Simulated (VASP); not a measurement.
# Cd (Fd-3m) in VASP: further runs

The runs below take Cd through single point, with PBE.

All numbers are computed with VASP 6.6.1; they aren't measurements. Logs are shortened: lines on timing, memory, paths and dates and some standing lists are left out, and cuts for length are marked.

## 1. The cell of the first run

The structure is cubic, space group Fd-3m (No. 227). Conventional cell: a = 5.378 Å, b = 5.378 Å, c = 5.378 Å, α = 90.00°, β = 90.00°, γ = 90.00°. Within 3.1 Å of Cd (site symmetry -43m) lie 4 Cd at 2.33 Å.

This isn't the form of Cd at room conditions, which is hcp.

## 2. Single point, PBE (19.44 Å³/atom)

INCAR reads:

```
SYSTEM = Cd
PREC = Accurate ; ENCUT = 520
EDIFF = 1E-7 ; ISMEAR = -1
SIGMA = 0.08 ; LREAL = .FALSE.
LASPH = .TRUE. ; NELM = 80
ALGO = Normal ; ISIF = 2
LWAVE = .FALSE. ; LCHARG = .FALSE.
GGA = PE ; NBANDS = 19
```

KPOINTS reads:

```
regular mesh
0
G
  12 12 12
  0 0 0
```

POSCAR reads:

```
Cd
1.0
    0.0000000000      2.6888564781      2.6888564781
    2.6888564781      0.0000000000      2.6888564781
    2.6888564781      2.6888564781      0.0000000000
Cd
2
Direct
   -0.1250000000     -0.1250000000     -0.1250000000
    0.1250000000      0.1250000000      0.1250000000
```

Potentials or basis: VASP PAW PBE potentials, release 64 (Cd).

Started as:

```bash
> cat potpaw_PBE.64/Cd/POTCAR > POTCAR
> mpirun -np 1 vasp_std > vasp.out
```

OUTCAR:

```text
SYSTEM = Cd
   PREC = Accurate
   ENCUT = 520
   EDIFF = 1E-7
   ISMEAR = -1
   LREAL = .FALSE.
   LASPH = .TRUE.
   NELM = 80
   ISIF = 2
   GGA = PE

 ion  position               nearest neighbor table
   1  0.875  0.875  0.875-   2 2.33   2 2.33   2 2.33   2 2.33
   2  0.125  0.125  0.125-   1 2.33   1 2.33   1 2.33   1 2.33

  LATTYP: Found a face centered cubic cell.
 ALAT       =     5.3777129562

  Lattice vectors:

 A1 = (   0.0000000000,   2.6888564781,   2.6888564781)
 A2 = (   2.6888564781,   0.0000000000,   2.6888564781)
 A3 = (   2.6888564781,   2.6888564781,   0.0000000000)

Analysis of symmetry for initial positions (statically):
=====================================================================
 Subroutine PRICEL returns:
 Original cell was already a primitive cell.

 Routine SETGRP: Setting up the symmetry group for a
 face centered cubic supercell.

 Subroutine GETGRP returns: Found 48 space group operations
 (whereof 12 operations were pure point group operations)
 out of a pool of 48 trial point group operations.

The static configuration has the point symmetry D_3d.
 The point group associated with its full space group is O_h .

Analysis of symmetry for dynamics (positions and initial velocities):
=====================================================================
 Subroutine PRICEL returns:
 Original cell was already a primitive cell.

 Routine SETGRP: Setting up the symmetry group for a
 face centered cubic supercell.

 Subroutine GETGRP returns: Found 48 space group operations
 (whereof 12 operations were pure point group operations)
 out of a pool of 48 trial point group operations.

The dynamic configuration has the point symmetry D_3d.
 The point group associated with its full space group is O_h .

 Subroutine INISYM returns: Found 48 space group operations
 (whereof 12 operations are pure point group operations),
 and found     1 'primitive' translations

----------------------------------------------------------------------------------------

                                     Primitive cell

  volume of cell :      38.8806

  direct lattice vectors                    reciprocal lattice vectors
     0.000000000  2.688856478  2.688856478    -0.185952655  0.185952655  0.185952655
     2.688856478  0.000000000  2.688856478     0.185952655 -0.185952655  0.185952655
     2.688856478  2.688856478  0.000000000     0.185952655  0.185952655 -0.185952655

  length of vectors
     3.802617299  3.802617299  3.802617299     0.322079446  0.322079446  0.322079446

  position of ions in fractional coordinates (direct lattice)
     0.875000000  0.875000000  0.875000000
     0.125000000  0.125000000  0.125000000

  ion indices of the primitive-cell ions
   primitive index   ion index
                 1           1
                 2           2

----------------------------------------------------------------------------------------

 KPOINTS: regular mesh

Automatic generation of k-mesh.
 Grid dimensions read from file:
 generate k-points for:   12   12   12

 Generating k-lattice:

  Cartesian coordinates                     Fractional coordinates (reciprocal lattice)
    -0.015496055  0.015496055  0.015496055     0.083333333  0.000000000  0.000000000
     0.015496055 -0.015496055  0.015496055     0.000000000  0.083333333  0.000000000
     0.015496055  0.015496055 -0.015496055     0.000000000  0.000000000  0.083333333

  Length of vectors
     0.026839954  0.026839954  0.026839954

  Shift w.r.t. Gamma in fractional coordinates (k-lattice)
     0.000000000  0.000000000  0.000000000

 Subroutine IBZKPT returns following result:
 ===========================================

 Found     72 irreducible k-points:

 Following reciprocal coordinates:
            Coordinates               Weight
  0.000000  0.000000  0.000000      1.000000
  0.083333  0.000000  0.000000      8.000000
  0.166667  0.000000  0.000000      8.000000
  0.250000  0.000000  0.000000      8.000000
  0.333333  0.000000  0.000000      8.000000
  0.416667  0.000000  0.000000      8.000000
[... 16 lines left out ...]
  0.500000  0.166667  0.000000     24.000000
 -0.416667  0.166667  0.000000     24.000000
 [... further k-points ...]
   k-points           NKPTS =     72   k-points in BZ     NKDIM =     72   number of bands    NBANDS=     19
   number of dos      NEDOS =    301   number of ions     NIONS =      2
   total plane-waves  NPLWV =  21952
   dimension x,y,z NGX =    28 NGY =   28 NGZ =   28
   dimension x,y,z NGXF=    56 NGYF=   56 NGZF=   56
   ions per type =               2
   NGX,Y,Z   is equivalent  to a cutoff of  12.24, 12.24, 12.24 a.u.
   NGXF,Y,Z  is equivalent  to a cutoff of  24.48, 24.48, 24.48 a.u.
 SYSTEM =  Cd
   PREC   = accura    normal or accurate (medium, high low for compatibility)
   ISTART =      0    job   : 0-new  1-cont  2-samecut
   ICHARG =      2    charge: 1-file 2-atom 10-const
   ISPIN  =      1    spin polarized calculation?
   LNONCOLLINEAR =      F non collinear calculations
   LSORBIT =      F    spin-orbit coupling
   LASPH  =      T    aspherical Exc in radial PAW
   ENCUT  =  520.0 eV  38.22 Ry    6.18 a.u.   7.07  7.07  7.07*2*pi/ulx,y,z
   NELM   =     80;   NELMIN=  2; NELMDL= -5     # of ELM steps
   EDIFF  = 0.1E-06   stopping-criterion for ELM
   LREAL  =      F    real-space projection
   EDIFFG = 0.1E-05   stopping-criterion for IOM
   NSW    =      0    number of steps for IOM
   IBRION =     -1    ionic relax: 0-MD 1-quasi-New 2-CG
   NFREE  =      0    steps in history (QN), initial steepest desc. (CG)
   ISIF   =      2    stress and relaxation
   ISYM   =      2    0-nonsym 1-usesym 2-fastsym
   POTIM  = 0.5000    time-step for ionic-motion
   TEBEG  =    0.0;   TEEND  =   0.0 temperature during run
   PSTRESS=    0.0 pullay stress
   NELECT =      24.0000    total number of electrons
   NUPDOWN=      -1.0000    fix difference up-down
   EMIN   =  10.00;   EMAX   =-10.00  energy-range for DOS
   EFERMI =   0.00;   METHOD = LEGACY
   ISMEAR =    -1;   SIGMA  =   0.08  broadening in eV -4-tet -1-fermi 0-gaus
   EFERMI_NEDOS =   21; number of points for ismear=-14 and -15
   IALGO  =     38    algorithm
   IMIX   =      4    mixing-type and parameters
     AMIX     =   0.40;   BMIX     =  1.00
     AMIX_MAG =   1.60;   BMIX_MAG =  1.00
  volume/ion in A,a.u.               =      19.44       131.19
  Fermi-wavevector in a.u.,A,eV,Ry     =   1.393909  2.634105 26.435863  1.942981
  Thomas-Fermi vector in A             =   2.517509
   LORBIT       =      0    0 simple, 1 ext, 2 COOP (PROOUT), +10 PAW based schemes
   GGA     = PE    functional components
   LHFCALC =     F    Hartree Fock is set to
   AEXX    =    0.0000 exact exchange contribution
   IVDW    =     0    specifies the selected vdW correction
   LEPSILON=     F    determine dielectric tensor
   LRPA    =     F    only Hartree local field effects (RPA)
 non-spin polarized calculation
  energy-cutoff  :      520.00
  volume of cell :       38.88
 maximum number of plane-waves:      1063
   NGX = 15   NGY = 15   NGZ = 15

 number of electron      24.0000017 magnetization

 Free energy of the ion-electron system (eV)
  ---------------------------------------------------
  ext. energy  EPLUGINS =         0.00000000
  ---------------------------------------------------
  free energy    TOTEN  =         2.84724023 eV

  energy without entropy =        2.86287940  energy(sigma->0) =        2.85505982

 E-fermi :   3.7468     XC(G=0): -11.3344

 val. band max:        3.7416962127   @ k =  -0.4167   0.3333   0.1667
 cond. band min:       3.7756014783   @ k =  -0.2500   0.1667   0.0000
 fundamental gap:      0.0339052656
 Fermi energy:         3.7468015562

 k-point     1 :       0.0000    0.0000    0.0000
  band No.  band energies     occupation
      1      -7.6020      2.00000
      2      -7.6020      2.00000
      3      -7.5974      2.00000
      4      -7.5974      2.00000
      5      -7.5974      2.00000
      6      -6.1283      2.00000
[... 11 lines left out ...]
     18      13.7859      0.00000
     19      13.8477      0.00000

 k-point     2 :       0.0833    0.0000    0.0000
  band No.  band energies     occupation
      1      -7.7262      2.00000
      2      -7.7262      2.00000
      3      -7.5938      2.00000
      4      -7.4494      2.00000
      5      -7.4494      2.00000
      6      -6.0654      2.00000
[... 11 lines left out ...]
     18      14.1685      0.00000
     19      15.0692      0.00000

 k-point     3 :       0.1667    0.0000    0.0000
  band No.  band energies     occupation
      1      -7.8086      2.00000
      2      -7.8086      2.00000
      3      -7.5874      2.00000
      4      -7.3093      2.00000
      5      -7.3093      2.00000
      6      -6.0042      2.00000
[... 11 lines left out ...]
     18      14.3473      0.00000
     19      15.4946      0.00000

 k-point     4 :       0.2500    0.0000    0.0000
  band No.  band energies     occupation
      1      -7.8392      2.00000
      2      -7.8392      2.00000
      3      -7.5825      2.00000
      4      -7.2212      2.00000
      5      -7.2212      2.00000
      6      -6.0697      2.00000
[... 11 lines left out ...]
     18      14.0621      0.00000
     19      16.3095      0.00000

 k-point     5 :       0.3333    0.0000    0.0000
  band No.  band energies     occupation
      1      -7.8230      2.00000
      2      -7.8230      2.00000
      3      -7.5781      2.00000
      4      -7.2088      2.00000
      5      -7.2088      2.00000
      6      -6.1835      2.00000
[... 11 lines left out ...]
     18      13.7269      0.00000
     19      17.6326      0.00000
[... 334 lines left out ...]
      2      -7.7060      2.00000
      3      -7.6461      2.00000
      4      -7.2020      2.00000
      5      -6.8218      2.00000
      6      -6.4131      2.00000
[... 11 lines left out ...]
     18      16.3055      0.00000
     19      16.4168      0.00000

 k-point    22 :       0.4167    0.1667    0.0000
  band No.  band energies     occupation
      1      -8.0284      2.00000
      2      -7.7387      2.00000
      3      -7.6096      2.00000
      4      -7.1263      2.00000
      5      -6.8369      2.00000
      6      -6.4275      2.00000
[... 11 lines left out ...]
     18      15.9791      0.00000
     19      16.3543      0.00000

 k-point    23 :       0.5000    0.1667    0.0000
  band No.  band energies     occupation
      1      -8.0248      2.00000
      2      -7.7922      2.00000
      3      -7.5367      2.00000
      4      -7.0448      2.00000
      5      -6.9299      2.00000
      6      -6.4164      2.00000
[... 11 lines left out ...]
     18      16.4854      0.00000
     19      16.6372      0.00000

 k-point    24 :      -0.4167    0.1667    0.0000
  band No.  band energies     occupation
      1      -8.0012      2.00000
      2      -7.8655      2.00000
      3      -7.4463      2.00000
      4      -7.0761      2.00000
      5      -6.9483      2.00000
      6      -6.3777      2.00000
[... 11 lines left out ...]
     18      16.9473      0.00000
     19      18.2936      0.00000

 [... further k-points ...]

------------------------ aborting loop because EDIFF is reached ----------------------------------------

  FORCE on cell =-STRESS in cart. coord.  units (eV):
  Direction    XX          YY          ZZ          XY          YZ          ZX
  --------------------------------------------------------------------------------------
  -------------------------------------------------------------------------------------
  Total       16.0518223     16.0518223     16.0518223      0.0000000      0.0000000      0.0000000
  in kB      661.4576841    661.4576841    661.4576841      0.0000000      0.0000000      0.0000000
  external PRESSURE =     661.4576841 kB  Pullay stress =       0.0000000 kB

 VOLUME and BASIS-vectors are now :
 -----------------------------------------------------------------------------
  energy-cutoff  :      520.00
  volume of cell :       38.88
      direct lattice vectors                 reciprocal lattice vectors
     0.000000000  2.688856478  2.688856478    -0.185952655  0.185952655  0.185952655
     2.688856478  0.000000000  2.688856478     0.185952655 -0.185952655  0.185952655
     2.688856478  2.688856478  0.000000000     0.185952655  0.185952655 -0.185952655

 POSITION                                       TOTAL-FORCE (eV/Angst)
 -----------------------------------------------------------------------------------
      4.70550      4.70550      4.70550        -0.000000     -0.000000     -0.000000
      0.67221      0.67221      0.67221         0.000000      0.000000      0.000000
 -----------------------------------------------------------------------------------
    total drift:                                0.000000     -0.000000     -0.000000

  FREE ENERGIE OF THE ION-ELECTRON SYSTEM (eV)
  ---------------------------------------------------
  free  energy   TOTEN  =         2.8472402307 eV

  energy  without entropy=        2.8628794037  energy(sigma->0) =        2.85505982
```

Run time: 49 s. Hardware: 1 thread of Intel Xeon Platinum 8259CL at 2.50GHz (Skylake/Cascade Lake), shared host; peak memory 0.18 GiB.

What came out:

```
Free energy            : 2.8472 eV
Pressure               : 66.1 GPa
Band gap on the k mesh : zero (bands 12 and 13 overlap by 9.54 eV)
```

Caveat: the cell stands under pressure.

## 3. Single point, PBE (19.44 Å³/atom)

INCAR reads:

```
  PREC = Accurate
  ENCUT = 520
  EDIFF = 1E-7
  ISMEAR = -1
  SIGMA = 0.08
  LREAL = F
  LASPH = T
  NELM = 80
  ALGO = Normal
  ISIF = 2
  LWAVE = F
  LCHARG = T
  GGA = PE
  LELF = T
  LVHAR = T
  NBANDS = 19
```

KPOINTS reads:

```
Automatic mesh
0
Gamma
  12 12 12
```

POSCAR is that of step 2.

Potentials or basis: VASP PAW PBE potentials, release 64 (Cd).

Started as:

```bash
> cat potpaw_PBE.64/Cd/POTCAR > POTCAR
> mpirun -np 1 vasp_std > vasp.out
```

Run time: 54 s. Hardware: 1 thread of Intel Xeon Platinum 8259CL at 2.50GHz (Skylake/Cascade Lake), shared host; peak memory 0.18 GiB.

Results (log left out):

- Free energy: 2.8472 eV
- Pressure: 66.1 GPa
- Band gap on the k mesh: zero (bands 12 and 13 overlap by 9.54 eV)

Levels at points of the mesh, in eV from the Fermi level:
| k point | band 10 | band 11 | band 12 | band 13 | band 14 | band 15 |
| --- | --- | --- | --- | --- | --- | --- |
| (0.00, 0.00, 0.00) | -8.44 | -8.44 | 8.09 | 8.09 | 8.09 | 8.65 |
| (0.50, 0.00, 0.00) | -8.48 | -4.80 | -4.55 | 4.75 | 4.75 | 8.17 |
| (0.50, 0.50, 0.00) | -8.32 | -3.33 | -3.33 | 0.91 | 0.91 | 5.74 |

Caveat: the cell stands under pressure.

## 4. Single point, PBE (22.43 Å³/atom)

This run uses another cell than the first one, of 22.43 Å³/atom.

INCAR reads:

```
ALGO = Normal
EDIFF = 1E-6
ENCUT = 520
GGA = PE
ISIF = 2
ISMEAR = -1
LASPH = True
LCHARG = False
LREAL = False
LWAVE = False
NBANDS = 19
NELM = 100
PREC = Accurate
SIGMA = 0.08
```

KPOINTS reads:

```
k-points
0
Gamma
  12 12 12
```

POSCAR reads:

```
Cd
1.0
    0.0000000000      2.8202239124      2.8202239124
    2.8202239124      0.0000000000      2.8202239124
    2.8202239124      2.8202239124      0.0000000000
Cd
2
Direct
   -0.1250000000     -0.1250000000     -0.1250000000
    0.1250000000      0.1250000000      0.1250000000
```

Started as:

```bash
> cat potpaw_PBE.64/Cd/POTCAR > POTCAR
> mpirun -np 1 vasp_std > vasp.out
```

Wall time 64 s (1 thread of Intel Xeon Platinum 8259CL at 2.50GHz (Skylake/Cascade Lake), shared host); peak memory 0.2 GiB.

The run converged. Its results:

```yaml
Free_energy: 1.0304 eV
Pressure: 34.7 GPa
Band_gap_on_the_k_mesh: zero (bands 12 and 13 overlap by 8.21 eV)
```

Levels at points of the mesh, in eV from the Fermi level:
```tsv
k point	band 10	band 11	band 12	band 13	band 14	band 15
(0.00, 0.00, 0.00)	-8.31	-8.31	7.07	7.07	7.07	7.84
(0.50, 0.00, 0.00)	-8.32	-4.69	-3.88	4.22	4.22	8.03
(0.50, 0.50, 0.00)	-8.19	-3.17	-3.17	1.00	1.00	5.22
```

Caveat: the cell stands under pressure.

The gap in the log of VASP goes by the Fermi energy; the results here count the filled bands.